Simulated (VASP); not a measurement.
# InP (F-43m) in VASP: relaxation of cell and atoms with PBE

Aim: the relaxation of cell and atoms of InP with PBE.

Program: VASP 6.6.1. These are calculated values, not measurements. Logs are shortened: lines on timing, memory, paths and dates and some standing lists are left out, and cuts for length are marked.

### Step 1. The cell of the first run

Symmetry: F-43m, No. 216, cubic system. Conventional cell: a = 5.960 Å, b = 5.960 Å, c = 5.960 Å, α = 90.00°, β = 90.00°, γ = 90.00°. In (site symmetry -43m) has 4 P at 2.58 Å within 3.4 Å. Within 3.4 Å of P (site symmetry -43m) lie 4 In at 2.58 Å.

### Step 2. Relaxation of cell and atoms, PBE

File INCAR:

```
SYSTEM = InP
PREC     = Accurate       ! precision mode
ENCUT    = 600            ! plane-wave cutoff, eV
EDIFF    = 1E-7           ! SCF threshold, eV
ISMEAR   = 0              ! smearing method
SIGMA    = 0.02           ! smearing width, eV
LREAL    = .False.        ! projectors in reciprocal space
LASPH    = .True.         ! aspherical terms in the spheres
NELM     = 80             ! most SCF steps
ALGO     = Normal         ! electronic algorithm
ISIF     = 3              ! what is computed and relaxed
LWAVE    = .False.        ! write WAVECAR
LCHARG   = .False.        ! write CHGCAR
GGA      = PE             ! functional
IBRION   = 2              ! ionic algorithm
NSW      = 100            ! ionic steps
EDIFFG   = -0.01          ! ionic threshold
```

File KPOINTS:

```
regular mesh
0
Gamma
  10 10 10
  0 0 0
```

File POSCAR:

```
InP
1.0
    0.0000000000      2.9800342107      2.9800342107
    2.9800342107      0.0000000000      2.9800342107
    2.9800342107      2.9800342107      0.0000000000
In P
1 1
Direct
    0.0000000000      0.0000000000      0.0000000000
    0.2500000000      0.2500000000      0.2500000000
```

Potentials or basis: VASP PAW PBE potentials, release 64 (In_d, P).

Started as:

```sh
$ cat potpaw_PBE.64/In_d/POTCAR potpaw_PBE.64/P/POTCAR > POTCAR
$ mpirun -np 1 vasp_std > vasp.out
```

OUTCAR:

```text
SYSTEM = InP
   PREC = Accurate
   ENCUT = 600
   EDIFF = 1E-7
   ISMEAR = 0
   LREAL = .False.
   LASPH = .True.
   NELM = 80
   ISIF = 3
   GGA = PE
   IBRION = 2
   NSW = 100
   EDIFFG = -0.01

 ion  position               nearest neighbor table
   1  0.000  0.000  0.000-   2 2.58   2 2.58   2 2.58   2 2.58
   2  0.250  0.250  0.250-   1 2.58   1 2.58   1 2.58   1 2.58

  LATTYP: Found a face centered cubic cell.
 ALAT       =     5.9600684214

  Lattice vectors:

 A1 = (   0.0000000000,   2.9800342107,   2.9800342107)
 A2 = (   2.9800342107,   0.0000000000,   2.9800342107)
 A3 = (   2.9800342107,   2.9800342107,   0.0000000000)

Analysis of symmetry for initial positions (statically):
=====================================================================
 Subroutine PRICEL returns:
 Original cell was already a primitive cell.

 Routine SETGRP: Setting up the symmetry group for a
 face centered cubic supercell.

 Subroutine GETGRP returns: Found 24 space group operations
 (whereof 24 operations were pure point group operations)
 out of a pool of 48 trial point group operations.

The static configuration has the point symmetry T_d .

Analysis of symmetry for dynamics (positions and initial velocities):
=====================================================================
 Subroutine PRICEL returns:
 Original cell was already a primitive cell.

 Routine SETGRP: Setting up the symmetry group for a
 face centered cubic supercell.

 Subroutine GETGRP returns: Found 24 space group operations
 (whereof 24 operations were pure point group operations)
 out of a pool of 48 trial point group operations.

The dynamic configuration has the point symmetry T_d .

 Subroutine INISYM returns: Found 24 space group operations
 (whereof 24 operations are pure point group operations),
 and found     1 'primitive' translations

----------------------------------------------------------------------------------------

                                     Primitive cell

  volume of cell :      52.9290

  direct lattice vectors                    reciprocal lattice vectors
     0.000000000  2.980034211  2.980034211    -0.167783309  0.167783309  0.167783309
     2.980034211  0.000000000  2.980034211     0.167783309 -0.167783309  0.167783309
     2.980034211  2.980034211  0.000000000     0.167783309  0.167783309 -0.167783309

  length of vectors
     4.214404797  4.214404797  4.214404797     0.290609215  0.290609215  0.290609215

  position of ions in fractional coordinates (direct lattice)
     0.000000000  0.000000000  0.000000000
     0.250000000  0.250000000  0.250000000

  ion indices of the primitive-cell ions
   primitive index   ion index
                 1           1
                 2           2

----------------------------------------------------------------------------------------

 KPOINTS: regular mesh

Automatic generation of k-mesh.
 Grid dimensions read from file:
 generate k-points for:   10   10   10

 Generating k-lattice:

  Cartesian coordinates                     Fractional coordinates (reciprocal lattice)
    -0.016778331  0.016778331  0.016778331     0.100000000  0.000000000  0.000000000
     0.016778331 -0.016778331  0.016778331     0.000000000  0.100000000  0.000000000
     0.016778331  0.016778331 -0.016778331     0.000000000  0.000000000  0.100000000

  Length of vectors
     0.029060922  0.029060922  0.029060922

  Shift w.r.t. Gamma in fractional coordinates (k-lattice)
     0.000000000  0.000000000  0.000000000

 Subroutine IBZKPT returns following result:
 ===========================================

 Found     47 irreducible k-points:

 Following reciprocal coordinates:
            Coordinates               Weight
  0.000000  0.000000  0.000000      1.000000
  0.100000  0.000000  0.000000      8.000000
  0.200000  0.000000  0.000000      8.000000
  0.300000  0.000000  0.000000      8.000000
  0.400000  0.000000  0.000000      8.000000
  0.500000  0.000000  0.000000      4.000000
[... 16 lines left out ...]
  0.300000  0.300000  0.000000      6.000000
  0.400000  0.300000  0.000000     24.000000
 [... further k-points ...]
   k-points           NKPTS =     47   k-points in BZ     NKDIM =     47   number of bands    NBANDS=     13
   number of dos      NEDOS =    301   number of ions     NIONS =      2
   total plane-waves  NPLWV =  46656
   dimension x,y,z NGX =    36 NGY =   36 NGZ =   36
   dimension x,y,z NGXF=    72 NGYF=   72 NGZF=   72
   ions per type =               1   1
   NGX,Y,Z   is equivalent  to a cutoff of  14.20, 14.20, 14.20 a.u.
   NGXF,Y,Z  is equivalent  to a cutoff of  28.40, 28.40, 28.40 a.u.
 SYSTEM =  InP
   PREC   = accura    normal or accurate (medium, high low for compatibility)
   ISTART =      0    job   : 0-new  1-cont  2-samecut
   ICHARG =      2    charge: 1-file 2-atom 10-const
   ISPIN  =      1    spin polarized calculation?
   LNONCOLLINEAR =      F non collinear calculations
   LSORBIT =      F    spin-orbit coupling
   LASPH  =      T    aspherical Exc in radial PAW
   ENCUT  =  600.0 eV  44.10 Ry    6.64 a.u.   8.42  8.42  8.42*2*pi/ulx,y,z
   NELM   =     80;   NELMIN=  2; NELMDL= -5     # of ELM steps
   EDIFF  = 0.1E-06   stopping-criterion for ELM
   LREAL  =      F    real-space projection
   EDIFFG = -.1E-01   stopping-criterion for IOM
   NSW    =    100    number of steps for IOM
   IBRION =      2    ionic relax: 0-MD 1-quasi-New 2-CG
   NFREE  =      1    steps in history (QN), initial steepest desc. (CG)
   ISIF   =      3    stress and relaxation
   ISYM   =      2    0-nonsym 1-usesym 2-fastsym
   POTIM  = 0.5000    time-step for ionic-motion
   TEBEG  =    0.0;   TEEND  =   0.0 temperature during run
   PSTRESS=    0.0 pullay stress
   NELECT =      18.0000    total number of electrons
   NUPDOWN=      -1.0000    fix difference up-down
   EMIN   =  10.00;   EMAX   =-10.00  energy-range for DOS
   EFERMI =   0.00;   METHOD = LEGACY
   ISMEAR =     0;   SIGMA  =   0.02  broadening in eV -4-tet -1-fermi 0-gaus
   EFERMI_NEDOS =   21; number of points for ismear=-14 and -15
   IALGO  =     38    algorithm
   IMIX   =      4    mixing-type and parameters
     AMIX     =   0.40;   BMIX     =  1.00
     AMIX_MAG =   1.60;   BMIX_MAG =  1.00
  volume/ion in A,a.u.               =      26.46       178.59
  Fermi-wavevector in a.u.,A,eV,Ry     =   1.142706  2.159401 17.766167  1.305776
  Thomas-Fermi vector in A             =   2.279403
   LORBIT       =      0    0 simple, 1 ext, 2 COOP (PROOUT), +10 PAW based schemes
   GGA     = PE    functional components
   LHFCALC =     F    Hartree Fock is set to
   AEXX    =    0.0000 exact exchange contribution
   IVDW    =     0    specifies the selected vdW correction
   LEPSILON=     F    determine dielectric tensor
   LRPA    =     F    only Hartree local field effects (RPA)
 conjugate gradient relaxation of ions
 non-spin polarized calculation
 Gauss-broadening in eV      SIGMA  =   0.02
  energy-cutoff  :      600.00
  volume of cell :       52.93
 maximum number of plane-waves:      1807
 NGX is ok and might be reduce to    36
   NGX = 17   NGY = 17   NGZ = 17

 number of electron      17.9999999 magnetization

 Free energy of the ion-electron system (eV)
  ---------------------------------------------------
  ext. energy  EPLUGINS =         0.00000000
  ---------------------------------------------------
  free energy    TOTEN  =        -8.40809637 eV

  energy without entropy =       -8.40809637  energy(sigma->0) =       -8.40809637

 E-fermi :   4.7497     XC(G=0):  -9.0618

 val. band max:        4.6534254676   @ k =   0.0000   0.0000   0.0000
 cond. band min:       5.0910873428   @ k =   0.0000   0.0000   0.0000
 fundamental gap:      0.4376618752
 Fermi energy:         4.7497334379

 k-point     1 :       0.0000    0.0000    0.0000
  band No.  band energies     occupation
      1      -9.4408      2.00000
      2      -9.4408      2.00000
      3      -9.4408      2.00000
      4      -9.3124      2.00000
      5      -9.3124      2.00000
      6      -6.5313      2.00000
      7       4.6534      2.00000
      8       4.6534      2.00000
      9       4.6534      2.00000
     10       5.0911      0.00000
     11       8.7429      0.00000
     12       8.7429      0.00000
     13       8.7429      0.00000

 k-point     2 :       0.1000    0.0000    0.0000
  band No.  band energies     occupation
      1      -9.4507      2.00000
      2      -9.4367      2.00000
      3      -9.4367      2.00000
      4      -9.3123      2.00000
      5      -9.3123      2.00000
      6      -6.4255      2.00000
      7       3.4654      2.00000
      8       4.5399      2.00000
      9       4.5399      2.00000
     10       5.9468      0.00000
     11       8.7858      0.00000
     12       8.9180      0.00000
     13       8.9180      0.00000

 k-point     3 :       0.2000    0.0000    0.0000
  band No.  band energies     occupation
      1      -9.4759      2.00000
      2      -9.4267      2.00000
      3      -9.4267      2.00000
      4      -9.3114      2.00000
      5      -9.3114      2.00000
      6      -6.1216      2.00000
      7       2.0088      2.00000
      8       4.2801      2.00000
      9       4.2801      2.00000
     10       6.3227      0.00000
     11       9.2736      0.00000
     12       9.2736      0.00000
     13       9.3338      0.00000
[... 305 lines left out ...]
 k-point    23 :       0.3000    0.3000    0.0000
  band No.  band energies     occupation
      1      -9.5484      2.00000
      2      -9.3843      2.00000
      3      -9.3843      2.00000
      4      -9.3378      2.00000
      5      -9.2931      2.00000
      6      -5.3786      2.00000
      7       0.7079      2.00000
      8       3.0598      2.00000
      9       3.0598      2.00000
     10       6.9075      0.00000
     11       7.5821      0.00000
     12      11.5918      0.00000
     13      11.5921      0.00000

 k-point    24 :       0.4000    0.3000    0.0000
  band No.  band energies     occupation
      1      -9.5650      2.00000
      2      -9.3765      2.00000
      3      -9.3738      2.00000
      4      -9.3406      2.00000
      5      -9.2900      2.00000
      6      -4.9987      2.00000
      7       0.0424      2.00000
      8       2.6239      2.00000
      9       2.8716      2.00000
     10       6.9522      0.00000
     11       7.6372      0.00000
     12      11.3599      0.00000
     13      11.9963      0.00000

 [... further k-points ...]
[... 5 lines left out ...]
  --------------------------------------------------------------------------------------
  -------------------------------------------------------------------------------------
  Total       -0.0111942     -0.0111942     -0.0111942     -0.0000000     -0.0000000     -0.0000000
  in kB       -0.3388514     -0.3388514     -0.3388514     -0.0000000     -0.0000000     -0.0000000
  external PRESSURE =      -0.3388514 kB  Pullay stress =       0.0000000 kB

 VOLUME and BASIS-vectors are now :
 -----------------------------------------------------------------------------
  energy-cutoff  :      600.00
  volume of cell :       52.93
      direct lattice vectors                 reciprocal lattice vectors
     0.000000000  2.980034211  2.980034211    -0.167783309  0.167783309  0.167783309
     2.980034211  0.000000000  2.980034211     0.167783309 -0.167783309  0.167783309
     2.980034211  2.980034211  0.000000000     0.167783309  0.167783309 -0.167783309

 POSITION                                       TOTAL-FORCE (eV/Angst)
 -----------------------------------------------------------------------------------
      0.00000      0.00000      0.00000        -0.000000     -0.000000     -0.000000
      1.49002      1.49002      1.49002         0.000000      0.000000      0.000000
 -----------------------------------------------------------------------------------
    total drift:                               -0.000000     -0.000000      0.000000

  FREE ENERGIE OF THE ION-ELECTRON SYSTEM (eV)
  ---------------------------------------------------
  free  energy   TOTEN  =        -8.4080963721 eV

  energy  without entropy=       -8.4080963721  energy(sigma->0) =       -8.40809637

 reached required accuracy - stopping structural energy minimisation
```

It took 45 s on 1 thread of Intel Xeon 6975P-C, shared host; peak memory 0.22 GiB.

Results:

```yaml
Free_energy: -8.4081 eV
Pressure_after_relaxing: 0.0 GPa
Band_gap_on_the_k_mesh: 0.44 eV, direct
```

Final structure:
```yaml
crystal:
  lattice:
    - [0.00000, 2.98003, 2.98003]
    - [2.98003, 0.00000, 2.98003]
    - [2.98003, 2.98003, 0.00000]
  atoms:
    - { symbol: In, position: [0.00000, 0.00000, 0.00000] }
    - { symbol: P, position: [0.25000, 0.25000, 0.25000] }
```

Levels at points of the mesh, in eV from the valence-band top:
| k point | band 5 | band 6 | band 7 | band 8 | band 9 | band 10 | band 11 | band 12 | band 13 |
| --- | --- | --- | --- | --- | --- | --- | --- | --- | --- |
| (0.00, 0.00, 0.00) | -13.97 | -11.18 | 0.00 | 0.00 | 0.00 | 0.44 | 4.09 | 4.09 | 4.09 |
| (0.50, 0.00, 0.00) | -13.95 | -9.62 | -5.47 | -0.90 | -0.90 | 1.38 | 4.80 | 4.80 | 6.99 |
| (0.50, 0.50, 0.00) | -13.94 | -9.02 | -5.54 | -2.16 | -2.16 | 1.85 | 2.26 | 8.91 | 9.26 |

Caveat: the relaxation stopped at its first step, so nothing moved; spin-orbit coupling is left out, which moves the levels of the heavy elements.
